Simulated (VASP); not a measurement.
# CdS (Fm-3m) in VASP: settings compared, part 2 of 2

VASP 6.6.1. Earlier steps stand in the parts before.

## 3. Single point, PBEsol

This run uses another cell than the first one, of 20.87 Å³/atom, 1.020 times its volume.

Input file INCAR:

```
  ALGO = Normal
  EDIFF = 1E-6
  ENCUT = 520
  GGA = PS
  ISIF = 2
  ISMEAR = -1
  LASPH = T
  LCHARG = T
  LELF = T
  LREAL = F
  LVHAR = T
  LWAVE = F
  NBANDS = 16
  NELM = 60
  PREC = Accurate
  SIGMA = 0.05
```

Input file KPOINTS:

```
k-points
0
Gamma
  8 8 8
```

Input file POSCAR:

```
CdS
1.0
    0.0000000000      2.7532440000      2.7532440000
    2.7532440000      0.0000000000      2.7532440000
    2.7532440000      2.7532440000      0.0000000000
Cd S
1 1
Direct
    0.0000000000      0.0000000000      0.0000000000
    0.5000000000      0.5000000000      0.5000000000
```

Potentials or basis: VASP PAW PBE potentials, release 64 (Cd, S).

Command:

```console
$ cat potpaw_PBE.64/Cd/POTCAR potpaw_PBE.64/S/POTCAR > POTCAR
$ mpirun -np 1 vasp_std > vasp.out
```

OUTCAR:

```text
EDIFF = 1E-6
   ENCUT = 520
   GGA = PS
   ISIF = 2
   ISMEAR = -1
   LASPH = T
   LREAL = F
   NELM = 60
   PREC = Accurate

 ion  position               nearest neighbor table
   1  0.000  0.000  0.000-   2 2.75   2 2.75   2 2.75   2 2.75   2 2.75   2 2.75
   2  0.500  0.500  0.500-   1 2.75   1 2.75   1 2.75   1 2.75   1 2.75   1 2.75

  LATTYP: Found a face centered cubic cell.
 ALAT       =     5.5064880000

  Lattice vectors:

 A1 = (   0.0000000000,   2.7532440000,   2.7532440000)
 A2 = (   2.7532440000,   0.0000000000,   2.7532440000)
 A3 = (   2.7532440000,   2.7532440000,   0.0000000000)

Analysis of symmetry for initial positions (statically):
=====================================================================
 Subroutine PRICEL returns:
 Original cell was already a primitive cell.

 Routine SETGRP: Setting up the symmetry group for a
 face centered cubic supercell.

 Subroutine GETGRP returns: Found 48 space group operations
[... 9 lines left out ...]

 Routine SETGRP: Setting up the symmetry group for a
 face centered cubic supercell.

 Subroutine GETGRP returns: Found 48 space group operations
[... 11 lines left out ...]
                                     Primitive cell

  volume of cell :      41.7411

  direct lattice vectors                    reciprocal lattice vectors
     0.000000000  2.753244000  2.753244000    -0.181603955  0.181603955  0.181603955
     2.753244000  0.000000000  2.753244000     0.181603955 -0.181603955  0.181603955
     2.753244000  2.753244000  0.000000000     0.181603955  0.181603955 -0.181603955

  length of vectors
     3.893675005  3.893675005  3.893675005     0.314547277  0.314547277  0.314547277

  position of ions in fractional coordinates (direct lattice)
     0.000000000  0.000000000  0.000000000
     0.500000000  0.500000000  0.500000000

  ion indices of the primitive-cell ions
[... 82 lines left out ...]
   ISYM   =      2    0-nonsym 1-usesym 2-fastsym
   POTIM  = 0.5000    time-step for ionic-motion
   TEBEG  =    0.0;   TEEND  =   0.0 temperature during run
   PSTRESS=    0.0 pullay stress
   NELECT =      18.0000    total number of electrons
   NUPDOWN=      -1.0000    fix difference up-down
   EMIN   =  10.00;   EMAX   =-10.00  energy-range for DOS
   EFERMI =   0.00;   METHOD = LEGACY
   ISMEAR =    -1;   SIGMA  =   0.05  broadening in eV -4-tet -1-fermi 0-gaus
   EFERMI_NEDOS =   21; number of points for ismear=-14 and -15
   IALGO  =     38    algorithm
   IMIX   =      4    mixing-type and parameters
     AMIX     =   0.40;   BMIX     =  1.00
     AMIX_MAG =   1.60;   BMIX_MAG =  1.00
  volume/ion in A,a.u.               =      20.87       140.84
  Fermi-wavevector in a.u.,A,eV,Ry     =   1.236833  2.337275 20.813583  1.529755
  Thomas-Fermi vector in A             =   2.371425
   LORBIT       =      0    0 simple, 1 ext, 2 COOP (PROOUT), +10 PAW based schemes
   GGA     = PS    functional components
   LHFCALC =     F    Hartree Fock is set to
   AEXX    =    0.0000 exact exchange contribution
   IVDW    =     0    specifies the selected vdW correction
   LEPSILON=     F    determine dielectric tensor
   LRPA    =     F    only Hartree local field effects (RPA)
 non-spin polarized calculation
  energy-cutoff  :      520.00
  volume of cell :       41.74
 maximum number of plane-waves:      1158
 NGX is ok and might be reduce to    30
   NGX = 15   NGY = 15   NGZ = 15

 number of electron      18.0000005 magnetization

 Free energy of the ion-electron system (eV)
  ---------------------------------------------------
  ext. energy  EPLUGINS =         0.00000000
  ---------------------------------------------------
  free energy    TOTEN  =        -6.61946768 eV

  energy without entropy =       -6.61756787  energy(sigma->0) =       -6.61851778

 E-fermi :   2.7618     XC(G=0): -10.5087

 val. band max:        2.7496700981   @ k =   0.5000   0.5000   0.0000
 cond. band min:       3.3194250204   @ k =   0.0000   0.0000   0.0000
 fundamental gap:      0.5697549223
 Fermi energy:         2.7617834757

 k-point     1 :       0.0000    0.0000    0.0000
  band No.  band energies     occupation
      1     -10.0722      2.00000
      2      -4.9357      2.00000
      3      -4.9357      2.00000
      4      -4.9335      2.00000
      5      -4.9335      2.00000
      6      -4.9335      2.00000
[... 433 lines left out ...]
      3      -5.0278      2.00000
      4      -4.9827      2.00000
      5      -4.7236      2.00000
      6      -4.6362      2.00000
[... 8 lines left out ...]
     15      14.7548      0.00000
     16      16.9373      0.00000

 [... further k-points ...]
[... 5 lines left out ...]
  --------------------------------------------------------------------------------------
  -------------------------------------------------------------------------------------
  Total       -1.0308618     -1.0308618     -1.0308618     -0.0000000      0.0000000     -0.0000000
  in kB      -39.5682595    -39.5682595    -39.5682595     -0.0000000      0.0000000     -0.0000000
  external PRESSURE =     -39.5682595 kB  Pullay stress =       0.0000000 kB

 VOLUME and BASIS-vectors are now :
 -----------------------------------------------------------------------------
  energy-cutoff  :      520.00
  volume of cell :       41.74
      direct lattice vectors                 reciprocal lattice vectors
     0.000000000  2.753244000  2.753244000    -0.181603955  0.181603955  0.181603955
     2.753244000  0.000000000  2.753244000     0.181603955 -0.181603955  0.181603955
     2.753244000  2.753244000  0.000000000     0.181603955  0.181603955 -0.181603955

 POSITION                                       TOTAL-FORCE (eV/Angst)
 -----------------------------------------------------------------------------------
      0.00000      0.00000      0.00000        -0.000000     -0.000000     -0.000000
      2.75324      2.75324      2.75324         0.000000      0.000000      0.000000
 -----------------------------------------------------------------------------------
    total drift:                               -0.000000      0.000000      0.000000

  FREE ENERGIE OF THE ION-ELECTRON SYSTEM (eV)
  ---------------------------------------------------
  free  energy   TOTEN  =        -6.6194676812 eV

  energy  without entropy=       -6.6175678734  energy(sigma->0) =       -6.61851778
```

stdout:

```text
POSCAR found type information on POSCAR CdS
 POSCAR found :  2 types and       2 ions
 scaLAPACK will be used
 -----------------------------------------------------------------------------
|                                                                             |
|                                                                             |
|     You enforced a specific xc type in the INCAR file but a different       |
|     I HOPE YOU KNOW WHAT YOU ARE DOING!                                     |
|                                                                             |
 -----------------------------------------------------------------------------

 LDA part: xc-table for (Slater+PW92), standard interpolation
 POSCAR, INCAR and KPOINTS ok, starting setup
 FFT: planning ... GRIDC
 FFT: planning ... GRID_SOFT
 FFT: planning ... GRID
 WAVECAR not read
 entering main loop
```

Run time: 39 s. Hardware: 1 thread of Intel Xeon 8259CL, shared host; peak memory 0.17 GiB.

What came out:

```yaml
Free_energy: -6.6195 eV
Pressure: -4.0 GPa
```

Levels at points of the mesh, in eV from the Fermi level:
| k point | band 6 | band 7 | band 8 | band 9 | band 10 | band 11 | band 12 | band 13 |
| --- | --- | --- | --- | --- | --- | --- | --- | --- |
| (0.00, 0.00, 0.00) | -7.70 | -0.86 | -0.86 | -0.86 | 0.56 | 9.00 | 9.00 | 9.00 |
| (0.50, 0.00, 0.00) | -7.50 | -4.96 | -0.15 | -0.15 | 3.23 | 5.66 | 5.66 | 6.45 |
| (0.50, 0.50, 0.00) | -6.79 | -4.33 | -2.24 | -2.24 | -0.01 | 5.78 | 9.46 | 10.86 |

Caveat: the PAW data sets were made with another functional, which shifts forces and pressure a little.

## 4. Single point, LDA (volume scaled by 1.02)

Input file INCAR:

```
PREC = Accurate
ENCUT = 520
EDIFF = 1E-7
ISMEAR = -1
SIGMA = 0.05
LREAL = F
LASPH = T
NELM = 60
ALGO = Normal
ISIF = 2
LWAVE = F
LCHARG = F
GGA = CA
NBANDS = 16
```

Input file KPOINTS:

```
regular mesh
0
Gamma
  8 8 8
```

Input file POSCAR:

```
CdS
1.0
    0.0000000000      2.7714779354      2.7714779354
    2.7714779354      0.0000000000      2.7714779354
    2.7714779354      2.7714779354      0.0000000000
Cd S
1 1
Direct
    0.0000000000      0.0000000000      0.0000000000
    0.5000000000      0.5000000000      0.5000000000
```

Potentials or basis: VASP PAW LDA potentials, release 64 (Cd, S).

Command:

```console
$ cat potpaw_LDA.64/Cd/POTCAR potpaw_LDA.64/S/POTCAR > POTCAR
$ mpirun -np 1 vasp_std > vasp.out
```

OUTCAR:

```text
PREC = Accurate
   ENCUT = 520
   EDIFF = 1E-7
   ISMEAR = -1
   LREAL = F
   LASPH = T
   NELM = 60
   ISIF = 2
   GGA = CA

 ion  position               nearest neighbor table
   1  0.000  0.000  0.000-   2 2.77   2 2.77   2 2.77   2 2.77   2 2.77   2 2.77
   2  0.500  0.500  0.500-   1 2.77   1 2.77   1 2.77   1 2.77   1 2.77   1 2.77

  LATTYP: Found a face centered cubic cell.
 ALAT       =     5.5429558708

  Lattice vectors:

 A1 = (   0.0000000000,   2.7714779354,   2.7714779354)
 A2 = (   2.7714779354,   0.0000000000,   2.7714779354)
 A3 = (   2.7714779354,   2.7714779354,   0.0000000000)

Analysis of symmetry for initial positions (statically):
=====================================================================
 Subroutine PRICEL returns:
 Original cell was already a primitive cell.

 Routine SETGRP: Setting up the symmetry group for a
 face centered cubic supercell.

 Subroutine GETGRP returns: Found 48 space group operations
[... 9 lines left out ...]

 Routine SETGRP: Setting up the symmetry group for a
[... 145 lines left out ...]

 Free energy of the ion-electron system (eV)
  ---------------------------------------------------
  ext. energy  EPLUGINS =         0.00000000
  ---------------------------------------------------
  free energy    TOTEN  =        -7.15869384 eV

  energy without entropy =       -7.15633397  energy(sigma->0) =       -7.15751390

 E-fermi :   2.4899     XC(G=0): -10.5658

 val. band max:        2.3717169240   @ k =   0.5000   0.5000   0.0000
 cond. band min:       2.8846242778   @ k =   0.0000   0.0000   0.0000
 fundamental gap:      0.5129073538
 Fermi energy:         2.4899038968

 k-point     1 :       0.0000    0.0000    0.0000
  band No.  band energies     occupation
      1     -10.1603      2.00000
      2      -5.2012      2.00000
      3      -5.2012      2.00000
      4      -5.1971      2.00000
      5      -5.1971      2.00000
      6      -5.1971      2.00000
[... 433 lines left out ...]
      3      -5.2775      2.00000
      4      -5.2365      2.00000
      5      -4.9980      2.00000
      6      -4.9117      2.00000
[... 8 lines left out ...]
     15      14.3404      0.00000
     16      16.5649      0.00000

 [... further k-points ...]
[... 5 lines left out ...]
  --------------------------------------------------------------------------------------
  -------------------------------------------------------------------------------------
  Total       -1.9948678     -1.9948678     -1.9948678     -0.0000000      0.0000000     -0.0000000
  in kB      -75.0689653    -75.0689653    -75.0689653     -0.0000000      0.0000000     -0.0000000
  external PRESSURE =     -75.0689653 kB  Pullay stress =       0.0000000 kB

 VOLUME and BASIS-vectors are now :
 -----------------------------------------------------------------------------
  energy-cutoff  :      520.00
  volume of cell :       42.58
      direct lattice vectors                 reciprocal lattice vectors
     0.000000000  2.771477935  2.771477935    -0.180409158  0.180409158  0.180409158
     2.771477935  0.000000000  2.771477935     0.180409158 -0.180409158  0.180409158
     2.771477935  2.771477935  0.000000000     0.180409158  0.180409158 -0.180409158

 POSITION                                       TOTAL-FORCE (eV/Angst)
 -----------------------------------------------------------------------------------
      0.00000      0.00000      0.00000         0.000000     -0.000000      0.000000
      2.77148      2.77148      2.77148        -0.000000      0.000000     -0.000000
 -----------------------------------------------------------------------------------
    total drift:                               -0.000000      0.000000      0.000000

  FREE ENERGIE OF THE ION-ELECTRON SYSTEM (eV)
  ---------------------------------------------------
  free  energy   TOTEN  =        -7.1586938407 eV

  energy  without entropy=       -7.1563339660  energy(sigma->0) =       -7.15751390
```

OSZICAR:

```text
N       E                     dE             d eps       ncg     rms          rms(c)
DAV:   1     0.109919610958E+03    0.10992E+03   -0.93181E+03   936   0.106E+03
DAV:   2    -0.364481915432E+01   -0.11356E+03   -0.10560E+03  1120   0.258E+02
DAV:   3    -0.769646418386E+01   -0.40516E+01   -0.40440E+01  1144   0.513E+01
DAV:   4    -0.771623119825E+01   -0.19767E-01   -0.19766E-01  1160   0.355E+00
DAV:   5    -0.771642583752E+01   -0.19464E-03   -0.19464E-03  1168   0.339E-01    0.678E+00
DAV:   6    -0.719293421315E+01    0.52349E+00   -0.84981E-01  1248   0.114E+01    0.578E+00
DAV:   7    -0.716549046191E+01    0.27444E-01   -0.11843E-01  1184   0.259E+00    0.296E+00
DAV:   8    -0.715910419774E+01    0.63863E-02   -0.15291E-02   976   0.144E+00    0.193E-01
DAV:   9    -0.715869180894E+01    0.41239E-03   -0.13867E-03  1208   0.509E-01    0.509E-02
DAV:  10    -0.715869102353E+01    0.78541E-06   -0.14707E-04  1032   0.125E-01    0.448E-02
DAV:  11    -0.715869597359E+01   -0.49501E-05   -0.15008E-05  1144   0.299E-02    0.112E-02
DAV:  12    -0.715869380244E+01    0.21711E-05   -0.48706E-06  1152   0.181E-02    0.327E-03
DAV:  13    -0.715869384074E+01   -0.38300E-07   -0.41493E-07  1024   0.496E-03
   1 F= -.71586938E+01 E0= -.71575139E+01  d E =-.235987E-02
```

It took 36 s on 1 thread of Intel Xeon 8259CL, shared host; peak memory 0.16 GiB.

What came out:

| Property | Result |
| --- | --- |
| Free energy | -7.1587 eV |
| Pressure | -7.5 GPa |

Caveat: the cell differs from its parent crystal (volume scaled by 1.02).

## 5. Single point, LDA (volume scaled by 1.04)

Input file INCAR:

```
SYSTEM = CdS
PREC = Accurate
ENCUT = 520
EDIFF = 1E-7
ISMEAR = -1
SIGMA = 0.05
LREAL = .False.
LASPH = .True.
NELM = 100
ALGO = Normal
ISIF = 2
LWAVE = .False.
LCHARG = .True.
GGA = CA
LELF = .True.
LVHAR = .True.
NBANDS = 16
```

Input file KPOINTS:

```
Automatic mesh
0
Gamma
  8 8 8
  0 0 0
```

Input file POSCAR:

```
CdS
1.0
    0.0000000000      2.7894750496      2.7894750496
    2.7894750496      0.0000000000      2.7894750496
    2.7894750496      2.7894750496      0.0000000000
Cd S
1 1
Direct
    0.0000000000      0.0000000000      0.0000000000
    0.5000000000      0.5000000000      0.5000000000
```

Command:

```console
$ cat potpaw_LDA.64/Cd/POTCAR potpaw_LDA.64/S/POTCAR > POTCAR
$ mpirun -np 1 vasp_std > vasp.out
```

It took 37 s on 1 thread of Intel Xeon 8259CL, shared host; peak memory 0.15 GiB.

Results (log left out):

| Item | Value |
| --- | --- |
| Free energy | -7.1171 eV |
| Pressure | -8.5 GPa |

Levels at points of the mesh, in eV from the Fermi level:
| k point | band 6 | band 7 | band 8 | band 9 | band 10 | band 11 | band 12 | band 13 |
| --- | --- | --- | --- | --- | --- | --- | --- | --- |
| (0.00, 0.00, 0.00) | -7.65 | -0.77 | -0.77 | -0.77 | 0.31 | 9.01 | 9.01 | 9.01 |
| (0.50, 0.00, 0.00) | -7.48 | -4.80 | -0.13 | -0.13 | 3.22 | 5.62 | 5.62 | 6.02 |
| (0.50, 0.50, 0.00) | -6.83 | -4.06 | -2.08 | -2.08 | -0.12 | 5.88 | 9.13 | 10.45 |

Caveat: the cell differs from its parent crystal (volume scaled by 1.04).

## 6. Summary

```tsv
level	potentials or basis	cell	pressure (GPa)
PBEsol	VASP PAW PBE potentials, release 64 (Cd, S)	a = 3.868 Å, angles 60.0°, 2 atoms	-2.6
PBEsol	VASP PAW PBE potentials, release 64 (Cd, S)	a = 3.894 Å, angles 60.0°, 2 atoms	-4.0
LDA	VASP PAW LDA potentials, release 64 (Cd, S)	a = 3.919 Å, angles 60.0°, 2 atoms	-7.5
LDA	VASP PAW LDA potentials, release 64 (Cd, S)	a = 3.945 Å, angles 60.0°, 2 atoms	-8.5
```

Alike in all rows: task single point; no spin polarisation; k mesh 8 × 8 × 8; cutoff (eV) 520; smearing fermi-dirac 0.05 eV.

Caveats: the PAW data sets were made with another functional, which shifts forces and pressure a little (some runs).

Total energies depend on the potentials used, so only differences within one code and one set of settings carry meaning.
